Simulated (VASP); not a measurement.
# AlGa2P3 (an interface model) in VASP: a series of runs, part 2 of 2

VASP 6.6.1.

### Step 3. Single point, PBEsol

File INCAR:

```
SYSTEM = AlGa2P3
PREC = Accurate ; ENCUT = 520
EDIFF = 1E-7 ; ISMEAR = -5
SIGMA = 0.05 ; LREAL = .FALSE.
LASPH = .TRUE. ; NELM = 100
ALGO = Normal ; ISIF = 2
LWAVE = .FALSE. ; LCHARG = .TRUE.
GGA = PS ; LELF = .TRUE.
LVHAR = .TRUE. ; NBANDS = 56
```

File KPOINTS:

```
Automatic mesh
0
G
  4 3 1
  0 0 0
```

File POSCAR:

```
AlGa2P3
1.0
    2.7192440000     -2.7192440000      0.0000000000
    0.0000000000      0.0000000000      5.4384880000
   -8.1853050000     -8.1853050000      0.0000000000
Al Ga P
2 4 6
Direct
    0.0514660000      0.9657510000      0.6733190000
    0.5145100000      0.4637400000      0.8520130000
    0.9996200000      0.9721720000      0.0017330000
    0.9913460000      0.0127150000      0.3287450000
    0.4906460000      0.5502670000      0.5045130000
    0.4744890000      0.5106310000      0.1853860000
    0.0149250000      0.2455400000      0.4946060000
    0.0163920000      0.2420060000      0.8346810000
    0.0049900000      0.2559630000      0.1645160000
    0.5127040000      0.7368560000      0.3434980000
    0.4701540000      0.7510580000      0.6782670000
    0.4984960000      0.7375450000      0.9876480000
```

Potentials or basis: VASP PAW PBE potentials, release 64 (Al, Ga_d, P).

Run with:

```
cat potpaw_PBE.64/Al/POTCAR potpaw_PBE.64/Ga_d/POTCAR potpaw_PBE.64/P/POTCAR > POTCAR
mpirun -np 1 vasp_std > vasp.out
```

OUTCAR:

```text
SYSTEM = AlGa2P3
   PREC = Accurate
   ENCUT = 520
   EDIFF = 1E-7
   ISMEAR = -5
   LREAL = .FALSE.
   LASPH = .TRUE.
   NELM = 100
   ISIF = 2
   GGA = PS

 ion  position               nearest neighbor table
   1  0.051  0.966  0.673-  11 1.99   8 2.40  11 2.52   7 2.57
   2  0.515  0.464  0.852-  12 2.16   8 2.27   8 2.28  11 2.55
   3  1.000  0.972  0.002-  12 2.31  12 2.32   8 2.43   9 2.44
   4  0.991  0.013  0.329-   7 2.30   9 2.32  10 2.38  10 2.51
   5  0.491  0.550  0.505-  10 2.12  11 2.29   7 2.47   7 2.61
   6  0.474  0.511  0.185-  10 2.21   9 2.29   9 2.48  12 2.60
[... 629 lines left out ...]
  energy-cutoff  :      520.00
  volume of cell :      242.10
      direct lattice vectors                 reciprocal lattice vectors
     2.719244000 -2.719244000  0.000000000     0.183874636 -0.183874636  0.000000000
     0.000000000  0.000000000  5.438488000     0.000000000  0.000000000  0.183874636
    -8.185305000 -8.185305000  0.000000000    -0.061085079 -0.061085079  0.000000000

 POSITION                                       TOTAL-FORCE (eV/Angst)
 -----------------------------------------------------------------------------------
     -5.37137     -5.65127      5.25223        -3.123832      4.523509      4.229851
     -5.57491     -8.37306      2.52204         1.586500      1.606122     -0.243729
      2.70403     -2.73240      5.28715         0.165681      0.157980      1.083681
      0.00483     -5.38659      0.06915         0.094408     -0.554589     -0.388935
     -2.79541     -5.46378      2.99262        -1.023856     -1.217486     -3.278244
     -0.22719     -2.80769      2.77706         2.006709      0.706147     -0.808738
     -4.00792     -4.08909      1.33537        -1.143357     -0.759196      0.775415
     -6.78754     -6.87669      1.31615        -0.241355     -0.038655     -1.046080
     -1.33304     -1.36018      1.39205        -0.429486      0.901000     -0.473059
     -1.41747     -4.20580      4.00738         0.968548      1.369022      2.753161
     -4.27336     -6.83029      4.08462         3.395941     -4.350902     -3.401417
     -6.72867     -9.43973      4.01113        -2.255901     -2.342951      0.798093
 -----------------------------------------------------------------------------------
    total drift:                                0.000002      0.000418      0.001597

  FREE ENERGIE OF THE ION-ELECTRON SYSTEM (eV)
  ---------------------------------------------------
  free  energy   TOTEN  =       -58.4037653256 eV

  energy  without entropy=      -58.4037653256  energy(sigma->0) =      -58.40376533
```

It took 72 s on 1 thread of Intel Xeon 6975P-C (Granite Rapids), shared host; peak memory 0.34 GiB.

Results:

- Free energy: -58.4038 eV
- Pressure: 3.7 GPa
- Largest force: 6.936 eV/Å
- Band gap on the k mesh: 0.60 eV

Forces on the atoms (eV/Å):
```
Al  -3.124  4.524  4.230
Al   1.587  1.606 -0.244
Ga   0.166  0.158  1.084
Ga   0.094 -0.555 -0.389
Ga  -1.024 -1.217 -3.278
Ga   2.007  0.706 -0.809
P   -1.143 -0.759  0.775
P   -0.241 -0.039 -1.046
P   -0.429  0.901 -0.473
P    0.969  1.369  2.753
P    3.396 -4.351 -3.401
P   -2.256 -2.343  0.798
```

Caveat: the k points lie up to 0.54 Å⁻¹ apart; semilocal functionals underestimate gaps, and a narrow one can read as zero; the PAW data sets were made with another functional, which shifts forces and pressure a little.

### Step 4. Single point, PBE

File INCAR:

```
SYSTEM = AlGa2P3
PREC     = Accurate       ! precision mode
ENCUT    = 520            ! plane-wave cutoff, eV
EDIFF    = 1E-7           ! SCF threshold, eV
ISMEAR   = -1             ! smearing method
SIGMA    = 0.05           ! smearing width, eV
LREAL    = .False.        ! projectors in reciprocal space
LASPH    = .True.         ! aspherical terms in the spheres
NELM     = 80             ! most SCF steps
ALGO     = Normal         ! electronic algorithm
ISIF     = 2              ! what is computed and relaxed
LWAVE    = .False.        ! write WAVECAR
LCHARG   = .False.        ! write CHGCAR
GGA      = PE             ! functional
NBANDS   = 56             ! bands
```

File KPOINTS:

```
Automatic mesh
0
Gamma
  4 3 1
  0 0 0
```

POSCAR is that of step 3.

Run with:

```
cat potpaw_PBE.64/Al/POTCAR potpaw_PBE.64/Ga_d/POTCAR potpaw_PBE.64/P/POTCAR > POTCAR
mpirun -np 1 vasp_std > vasp.out
```

Wall time 70 s (1 thread of Intel Xeon 6975P-C (Granite Rapids), shared host); peak memory 0.35 GiB.

It converged, with:

```
Free energy            : -53.9266 eV
Pressure               : 6.3 GPa
Largest force          : 6.976 eV/Å
Band gap on the k mesh : 0.71 eV
```

Forces in eV/Å, atoms in the order of the input:
```
Al  -3.137  4.543  4.265
Al   1.600  1.626 -0.233
Ga   0.159  0.156  1.105
Ga   0.101 -0.566 -0.406
Ga  -1.056 -1.266 -3.359
Ga   2.059  0.728 -0.805
P   -1.237 -0.829  0.749
P   -0.198  0.014 -0.999
P   -0.423  0.946 -0.485
P    0.998  1.406  2.825
P    3.360 -4.433 -3.365
P   -2.227 -2.325  0.707
```

Stress tensor (GPa, compression positive):
```
 6.80  0.10 -2.99
 0.10  7.19  0.54
-2.99  0.54  4.89
```

Levels at points of the mesh, in eV from the valence-band top:
```
           k point  band 40  band 41  band 42  band 43  band 44  band 45  band 46  band 47  band 48  band 49
(0.00, 0.00, 0.00)    -1.53    -1.09    -0.84    -0.42     0.00     0.71     1.02     1.58     1.78     1.98
(0.50, 0.00, 0.00)    -2.96    -2.83    -2.76    -1.97    -1.40     0.92     1.17     1.22     1.61     1.81
```

Caveat: the k points lie up to 0.54 Å⁻¹ apart; semilocal functionals underestimate gaps, and a narrow one can read as zero.

### Step 5. Single point, PBEsol

File INCAR:

```
  PREC = Accurate
  ENCUT = 520
  EDIFF = 1E-7
  ISMEAR = -1
  SIGMA = 0.05
  LREAL = F
  LASPH = T
  NELM = 80
  ALGO = Normal
  ISIF = 2
  LWAVE = F
  LCHARG = F
  GGA = PS
  NBANDS = 56
```

File KPOINTS:

```
Automatic mesh
0
Gamma
  4 3 1
```

POSCAR is that of step 4.

Run with:

```
cat potpaw_PBE.64/Al/POTCAR potpaw_PBE.64/Ga_d/POTCAR potpaw_PBE.64/P/POTCAR > POTCAR
mpirun -np 1 vasp_std > vasp.out
```

Wall time 71 s (1 thread of Intel Xeon 6975P-C (Granite Rapids), shared host); peak memory 0.34 GiB.

It converged, with:

| Item | Value |
| --- | --- |
| Free energy | -58.4038 eV |
| Pressure | 3.7 GPa |
| Largest force | 6.936 eV/Å |
| Band gap on the k mesh | 0.60 eV |

Forces on the atoms (eV/Å):
```
Al  -3.124  4.523  4.230
Al   1.586  1.606 -0.244
Ga   0.166  0.158  1.083
Ga   0.095 -0.554 -0.389
Ga  -1.024 -1.218 -3.277
Ga   2.007  0.706 -0.809
P   -1.143 -0.759  0.775
P   -0.241 -0.039 -1.046
P   -0.430  0.901 -0.473
P    0.968  1.369  2.753
P    3.396 -4.351 -3.402
P   -2.256 -2.343  0.798
```

Stress tensor (GPa, compression positive):
```
 4.20  0.03 -3.00
 0.03  4.60  0.63
-3.00  0.63  2.22
```

Levels at points of the mesh, in eV from the valence-band top:
| k point | band 42 | band 43 | band 44 | band 45 | band 46 | band 47 |
| --- | --- | --- | --- | --- | --- | --- |
| (0.00, 0.00, 0.00) | -0.83 | -0.41 | 0.00 | 0.60 | 0.93 | 1.51 |
| (0.50, 0.00, 0.00) | -2.80 | -1.98 | -1.41 | 0.83 | 1.07 | 1.13 |

Caveat: the k points lie up to 0.54 Å⁻¹ apart; semilocal functionals underestimate gaps, and a narrow one can read as zero; the PAW data sets were made with another functional, which shifts forces and pressure a little.

### Step 6. Single point, PBEsol

File INCAR:

```
SYSTEM = AlGa2P3
PREC     = Accurate       ! precision mode
ENCUT    = 520            ! plane-wave cutoff, eV
EDIFF    = 1E-7           ! SCF threshold, eV
ISMEAR   = 0              ! smearing method
SIGMA    = 0.01           ! smearing width, eV
LREAL    = .False.        ! projectors in reciprocal space
LASPH    = .True.         ! aspherical terms in the spheres
NELM     = 100            ! most SCF steps
ALGO     = Normal         ! electronic algorithm
ISIF     = 2              ! what is computed and relaxed
LWAVE    = .False.        ! write WAVECAR
LCHARG   = .False.        ! write CHGCAR
GGA      = PS             ! functional
NBANDS   = 56             ! bands
```

File KPOINTS:

```
regular mesh
0
Gamma
  4 3 1
  0 0 0
```

POSCAR is that of step 5.

Potentials or basis: VASP PAW PBE potentials, release 64 (Al, Ga_d, P).

Run with:

```
cat potpaw_PBE.64/Al/POTCAR potpaw_PBE.64/Ga_d/POTCAR potpaw_PBE.64/P/POTCAR > POTCAR
mpirun -np 1 vasp_std > vasp.out
```

Wall time 77 s (1 thread of Intel Xeon 6975P-C (Granite Rapids), shared host); peak memory 0.35 GiB.

The run converged. Its results:

```yaml
Free_energy: -58.4038 eV
Pressure: 3.7 GPa
Largest_force: 6.936 eV/Å
Band_gap_on_the_k_mesh: 0.60 eV
```

Forces on the atoms (eV/Å):
```
Al  -3.124  4.524  4.230
Al   1.587  1.606 -0.244
Ga   0.166  0.158  1.084
Ga   0.094 -0.555 -0.389
Ga  -1.024 -1.217 -3.278
Ga   2.007  0.706 -0.809
P   -1.143 -0.759  0.775
P   -0.241 -0.039 -1.046
P   -0.429  0.901 -0.473
P    0.969  1.369  2.753
P    3.396 -4.351 -3.401
P   -2.256 -2.343  0.798
```

Stress tensor (GPa, compression positive):
```
 4.20  0.03 -3.00
 0.03  4.60  0.63
-3.00  0.63  2.22
```

Levels at points of the mesh, in eV from the valence-band top:
| k point | band 40 | band 41 | band 42 | band 43 | band 44 | band 45 | band 46 | band 47 | band 48 | band 49 |
| --- | --- | --- | --- | --- | --- | --- | --- | --- | --- | --- |
| (0.00, 0.00, 0.00) | -1.52 | -1.09 | -0.83 | -0.41 | 0.00 | 0.60 | 0.93 | 1.51 | 1.69 | 1.88 |
| (0.50, 0.00, 0.00) | -3.00 | -2.86 | -2.80 | -1.98 | -1.41 | 0.83 | 1.07 | 1.13 | 1.51 | 1.72 |

Caveat: the k points lie up to 0.54 Å⁻¹ apart; semilocal functionals underestimate gaps, and a narrow one can read as zero; the PAW data sets were made with another functional, which shifts forces and pressure a little.

### Step 7. The runs side by side

| level | smearing | gap on the mesh (eV) | pressure (GPa) | largest force (eV/Å) |
| --- | --- | --- | --- | --- |
| PBEsol | fermi-dirac 0.05 eV | 0.60 | 3.7 | 6.94 |
| PBEsol | tetrahedron | 0.60 | 3.7 | 6.94 |
| PBE | fermi-dirac 0.05 eV | 0.71 | 6.3 | 6.98 |
| PBEsol | gaussian 0.01 eV | 0.60 | 3.7 | 6.94 |

Alike in all rows: task single point; potentials or basis VASP PAW PBE potentials, release 64 (Al, Ga_d, P); no spin polarisation; cell as given; k mesh 4 × 3 × 1; cutoff (eV) 520.

Caveats: all runs use coarse meshes; semilocal functionals underestimate gaps, and a narrow one can read as zero; the PAW data sets were made with another functional, which shifts forces and pressure a little (at least some runs).

Absolute energies hang on the potentials; compare differences alone.
